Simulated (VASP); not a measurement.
# Rh (Im-3m) in VASP: notebook

Runs on Rh. Level: PBEsol. Tasks: single point.

All numbers are computed with VASP 6.6.1; they aren't measurements. Logs are shortened: lines on timing, memory, paths and dates and some standing lists are left out, and cuts for length are marked.

### Step 1. The cell of the first run

The structure is cubic, space group Im-3m (No. 229). Conventional cell: a = 3.031 Å, b = 3.031 Å, c = 3.031 Å, α = 90.00°, β = 90.00°, γ = 90.00°. Within 3.5 Å of Rh (site symmetry m-3m) lie 14 Rh at 2.62 to 3.03 Å.

### Step 2. Single point, PBEsol

INCAR

```
ALGO = Normal
EDIFF = 1E-7
ENCUT = 520
GGA = PS
ISIF = 2
ISMEAR = -1
LASPH = True
LCHARG = False
LREAL = False
LWAVE = False
NBANDS = 14
NELM = 60
PREC = Accurate
SIGMA = 0.1
```

KPOINTS

```
k-points
0
Gamma
  15 15 15
```

POSCAR

```
Rh
1.0
   -1.5152866436      1.5152866436      1.5152866436
    1.5152866436     -1.5152866436      1.5152866436
    1.5152866436      1.5152866436     -1.5152866436
Rh
1
Direct
    0.0000000000      0.0000000000      0.0000000000
```

Potentials or basis: VASP PAW PBE potentials, release 64 (Rh_pv).

Launch:

```bash
$ cat potpaw_PBE.64/Rh_pv/POTCAR > POTCAR
$ mpirun -np 1 vasp_std > vasp.out
```

OUTCAR:

```text
EDIFF = 1E-7
   ENCUT = 520
   GGA = PS
   ISIF = 2
   ISMEAR = -1
   LASPH = True
   LREAL = False
   NELM = 60
   PREC = Accurate

 ion  position               nearest neighbor table
   1  0.000  0.000  0.000-

  LATTYP: Found a body centered cubic cell.
 ALAT       =     3.0305732872

  Lattice vectors:

 A1 = (  -1.5152866436,   1.5152866436,   1.5152866436)
 A2 = (   1.5152866436,  -1.5152866436,   1.5152866436)
 A3 = (   1.5152866436,   1.5152866436,  -1.5152866436)

Analysis of symmetry for initial positions (statically):
=====================================================================
 Subroutine PRICEL returns:
 Original cell was already a primitive cell.

 Routine SETGRP: Setting up the symmetry group for a
 body centered cubic supercell.

 Subroutine GETGRP returns: Found 48 space group operations
 (whereof 48 operations were pure point group operations)
 out of a pool of 48 trial point group operations.

The static configuration has the point symmetry O_h .

Analysis of symmetry for dynamics (positions and initial velocities):
=====================================================================
 Subroutine PRICEL returns:
 Original cell was already a primitive cell.

 Routine SETGRP: Setting up the symmetry group for a
 body centered cubic supercell.

 Subroutine GETGRP returns: Found 48 space group operations
 (whereof 48 operations were pure point group operations)
 out of a pool of 48 trial point group operations.

The dynamic configuration has the point symmetry O_h .

 Subroutine INISYM returns: Found 48 space group operations
 (whereof 48 operations are pure point group operations),
 and found     1 'primitive' translations

----------------------------------------------------------------------------------------

                                     Primitive cell

  volume of cell :      13.9170

  direct lattice vectors                    reciprocal lattice vectors
    -1.515286644  1.515286644  1.515286644     0.000000000  0.329970572  0.329970572
     1.515286644 -1.515286644  1.515286644     0.329970572  0.000000000  0.329970572
     1.515286644  1.515286644 -1.515286644     0.329970572  0.329970572  0.000000000

  length of vectors
     2.624553455  2.624553455  2.624553455     0.466648858  0.466648858  0.466648858

  position of ions in fractional coordinates (direct lattice)
     0.000000000  0.000000000  0.000000000

  ion indices of the primitive-cell ions
   primitive index   ion index
                 1           1

----------------------------------------------------------------------------------------

 KPOINTS: k-points

Automatic generation of k-mesh.
 Grid dimensions read from file:
 generate k-points for:   15   15   15

 Generating k-lattice:

  Cartesian coordinates                     Fractional coordinates (reciprocal lattice)
     0.000000000  0.021998038  0.021998038     0.066666667  0.000000000  0.000000000
     0.021998038  0.000000000  0.021998038     0.000000000  0.066666667  0.000000000
     0.021998038  0.021998038  0.000000000     0.000000000  0.000000000  0.066666667

  Length of vectors
     0.031109924  0.031109924  0.031109924

  Shift w.r.t. Gamma in fractional coordinates (k-lattice)
     0.000000000  0.000000000  0.000000000

 Subroutine IBZKPT returns following result:
 ===========================================

 Found    120 irreducible k-points:

 Following reciprocal coordinates:
            Coordinates               Weight
  0.000000  0.000000  0.000000      1.000000
  0.066667  0.000000  0.000000     12.000000
  0.133333  0.000000  0.000000     12.000000
  0.200000  0.000000  0.000000     12.000000
  0.266667  0.000000  0.000000     12.000000
  0.333333  0.000000  0.000000     12.000000
[... 16 lines left out ...]
  0.333333  0.200000 -0.000000     48.000000
  0.400000  0.200000  0.000000     24.000000
 [... further k-points ...]
   k-points           NKPTS =    120   k-points in BZ     NKDIM =    120   number of bands    NBANDS=     14
   number of dos      NEDOS =    301   number of ions     NIONS =      1
   total plane-waves  NPLWV =   8000
   dimension x,y,z NGX =    20 NGY =   20 NGZ =   20
   dimension x,y,z NGXF=    40 NGYF=   40 NGZF=   40
   ions per type =               1
   NGX,Y,Z   is equivalent  to a cutoff of  12.67, 12.67, 12.67 a.u.
   NGXF,Y,Z  is equivalent  to a cutoff of  25.34, 25.34, 25.34 a.u.
 SYSTEM =  unknown system
   PREC   = accura    normal or accurate (medium, high low for compatibility)
   ISTART =      0    job   : 0-new  1-cont  2-samecut
   ICHARG =      2    charge: 1-file 2-atom 10-const
   ISPIN  =      1    spin polarized calculation?
   LNONCOLLINEAR =      F non collinear calculations
   LSORBIT =      F    spin-orbit coupling
   LASPH  =      T    aspherical Exc in radial PAW
   ENCUT  =  520.0 eV  38.22 Ry    6.18 a.u.   4.88  4.88  4.88*2*pi/ulx,y,z
   NELM   =     60;   NELMIN=  2; NELMDL= -5     # of ELM steps
   EDIFF  = 0.1E-06   stopping-criterion for ELM
   LREAL  =      F    real-space projection
   EDIFFG = 0.1E-05   stopping-criterion for IOM
   NSW    =      0    number of steps for IOM
   IBRION =     -1    ionic relax: 0-MD 1-quasi-New 2-CG
   NFREE  =      0    steps in history (QN), initial steepest desc. (CG)
   ISIF   =      2    stress and relaxation
   ISYM   =      2    0-nonsym 1-usesym 2-fastsym
   POTIM  = 0.5000    time-step for ionic-motion
   TEBEG  =    0.0;   TEEND  =   0.0 temperature during run
   PSTRESS=    0.0 pullay stress
   NELECT =      15.0000    total number of electrons
   NUPDOWN=      -1.0000    fix difference up-down
   EMIN   =  10.00;   EMAX   =-10.00  energy-range for DOS
   EFERMI =   0.00;   METHOD = LEGACY
   ISMEAR =    -1;   SIGMA  =   0.10  broadening in eV -4-tet -1-fermi 0-gaus
   EFERMI_NEDOS =   21; number of points for ismear=-14 and -15
   IALGO  =     38    algorithm
   IMIX   =      4    mixing-type and parameters
     AMIX     =   0.40;   BMIX     =  1.00
     AMIX_MAG =   1.60;   BMIX_MAG =  1.00
  volume/ion in A,a.u.               =      13.92        93.92
  Fermi-wavevector in a.u.,A,eV,Ry     =   1.678509  3.171923 38.332972  2.817394
  Thomas-Fermi vector in A             =   2.762586
   LORBIT       =      0    0 simple, 1 ext, 2 COOP (PROOUT), +10 PAW based schemes
   GGA     = PS    functional components
   LHFCALC =     F    Hartree Fock is set to
   AEXX    =    0.0000 exact exchange contribution
   IVDW    =     0    specifies the selected vdW correction
   LEPSILON=     F    determine dielectric tensor
   LRPA    =     F    only Hartree local field effects (RPA)
 non-spin polarized calculation
  energy-cutoff  :      520.00
  volume of cell :       13.92
 maximum number of plane-waves:       386
   NGX =  9   NGY =  9   NGZ =  9

 number of electron      14.9999994 magnetization

 Free energy of the ion-electron system (eV)
  ---------------------------------------------------
  ext. energy  EPLUGINS =         0.00000000
  ---------------------------------------------------
  free energy    TOTEN  =        -7.78594512 eV

  energy without entropy =       -7.71257518  energy(sigma->0) =       -7.74926015

 E-fermi :  11.3844     XC(G=0): -14.1228

 val. band max:       11.3835335378   @ k =  -0.4000   0.4000   0.4000
 cond. band min:      11.4091485071   @ k =  -0.3333   0.3333   0.1333
 fundamental gap:      0.0256149693
 Fermi energy:        11.3844300804

 k-point     1 :       0.0000    0.0000    0.0000
  band No.  band energies     occupation
      1     -34.6206      2.00000
      2     -34.6206      2.00000
      3     -34.6206      2.00000
      4       3.5747      2.00000
      5       8.4260      2.00000
      6       8.4260      2.00000
      7       8.4260      2.00000
      8      10.9134      1.98215
      9      10.9134      1.98215
     10      29.7867      0.00000
     11      29.7867      0.00000
     12      29.7867      0.00000
     13      32.2403      0.00000
     14      39.9008      0.00000

 k-point     2 :       0.0667    0.0000    0.0000
  band No.  band energies     occupation
      1     -34.6530      2.00000
      2     -34.6313      2.00000
      3     -34.6206      2.00000
      4       3.7622      2.00000
      5       8.3493      2.00000
      6       8.4243      2.00000
      7       8.5764      2.00000
      8      10.8173      1.99314
      9      10.9186      1.98121
     10      29.8618      0.00000
     11      29.8760      0.00000
     12      30.0568      0.00000
     13      32.2397      0.00000
     14      38.4431      0.00000

 k-point     3 :       0.1333    0.0000    0.0000
  band No.  band energies     occupation
      1     -34.7440      2.00000
      2     -34.6614      2.00000
      3     -34.6207      2.00000
      4       4.2894      2.00000
      5       8.1388      2.00000
      6       8.4095      2.00000
      7       9.0163      2.00000
      8      10.6143      1.99910
      9      10.9379      1.97725
     10      29.8584      0.00000
     11      29.9097      0.00000
     12      30.8350      0.00000
     13      32.2388      0.00000
     14      36.8052      0.00000

 k-point     4 :       0.2000    0.0000    0.0000
  band No.  band energies     occupation
      1     -34.8764      2.00000
      2     -34.7055      2.00000
      3     -34.6207      2.00000
      4       5.0159      2.00000
      5       7.8437      2.00000
      6       8.4265      2.00000
      7       9.7101      2.00000
      8      10.4827      1.99976
      9      10.9790      1.96589
     10      29.0304      0.00000
     11      29.4741      0.00000
     12      32.0284      0.00000
     13      32.2380      0.00000
     14      36.3420      0.00000

 k-point     5 :       0.2667    0.0000    0.0000
  band No.  band energies     occupation
      1     -35.0261      2.00000
      2     -34.7559      2.00000
      3     -34.6207      2.00000
      4       5.5973      2.00000
      5       7.5242      2.00000
      6       8.7771      2.00000
      7      10.5180      1.99965
      8      10.5907      1.99929
      9      11.0458      1.93457
     10      27.1586      0.00000
     11      28.4677      0.00000
[... 276 lines left out ...]
 k-point    22 :       0.2667    0.2000   -0.0000
  band No.  band energies     occupation
      1     -35.2065      2.00000
      2     -34.8859      2.00000
      3     -34.6868      2.00000
      4       6.4403      2.00000
      5       7.3485      2.00000
      6       8.5944      2.00000
      7      10.5441      1.99955
      8      11.4308      0.77239
      9      14.4143      0.00000
     10      23.7079      0.00000
     11      25.3768      0.00000
     12      29.6993      0.00000
     13      32.2462      0.00000
     14      34.0799      0.00000

 k-point    23 :       0.3333    0.2000   -0.0000
  band No.  band energies     occupation
      1     -35.2432      2.00000
      2     -34.9390      2.00000
      3     -34.6912      2.00000
      4       6.3291      2.00000
      5       7.2443      2.00000
      6       9.0334      2.00000
      7      10.7371      1.99692
      8      11.5623      0.28882
      9      15.9906      0.00000
     10      21.5996      0.00000
     11      24.5926      0.00000
     12      29.0926      0.00000
     13      32.2452      0.00000
     14      35.0371      0.00000

 k-point    24 :       0.4000    0.2000    0.0000
  band No.  band energies     occupation
      1     -35.2548      2.00000
      2     -34.9593      2.00000
      3     -34.6925      2.00000
      4       6.2743      2.00000
      5       7.2130      2.00000
      6       9.1917      2.00000
      7      10.8043      1.99397
      8      11.6527      0.12797
      9      16.8997      0.00000
     10      20.4929      0.00000
     11      24.2938      0.00000
     12      28.8881      0.00000
     13      32.2452      0.00000
     14      35.7500      0.00000

 [... further k-points ...]

------------------------ aborting loop because EDIFF is reached ----------------------------------------

  FORCE on cell =-STRESS in cart. coord.  units (eV):
  Direction    XX          YY          ZZ          XY          YZ          ZX
  --------------------------------------------------------------------------------------
  -------------------------------------------------------------------------------------
  Total       -0.0045821     -0.0045821     -0.0045821     -0.0000000      0.0000000     -0.0000000
  in kB       -0.5275075     -0.5275075     -0.5275075     -0.0000000      0.0000000     -0.0000000
  external PRESSURE =      -0.5275075 kB  Pullay stress =       0.0000000 kB

 VOLUME and BASIS-vectors are now :
 -----------------------------------------------------------------------------
  energy-cutoff  :      520.00
  volume of cell :       13.92
      direct lattice vectors                 reciprocal lattice vectors
    -1.515286644  1.515286644  1.515286644     0.000000000  0.329970572  0.329970572
     1.515286644 -1.515286644  1.515286644     0.329970572  0.000000000  0.329970572
     1.515286644  1.515286644 -1.515286644     0.329970572  0.329970572  0.000000000

 POSITION                                       TOTAL-FORCE (eV/Angst)
 -----------------------------------------------------------------------------------
      0.00000      0.00000      0.00000        -0.000000      0.000000      0.000000
 -----------------------------------------------------------------------------------
    total drift:                               -0.000000     -0.000000     -0.000000

  FREE ENERGIE OF THE ION-ELECTRON SYSTEM (eV)
  ---------------------------------------------------
  free  energy   TOTEN  =        -7.7859451210 eV

  energy  without entropy=       -7.7125751832  energy(sigma->0) =       -7.74926015
```

Wall time 18 s (1 thread of AMD EPYC 7R43 (Zen 3), shared host); peak memory 0.1 GiB.

Results:

| Property | Result |
| --- | --- |
| Free energy | -7.7859 eV |
| Pressure | -0.1 GPa |

Caveat: the PAW data sets were made with another functional, which shifts forces and pressure a little.

(Continued in part 2 of 2.)
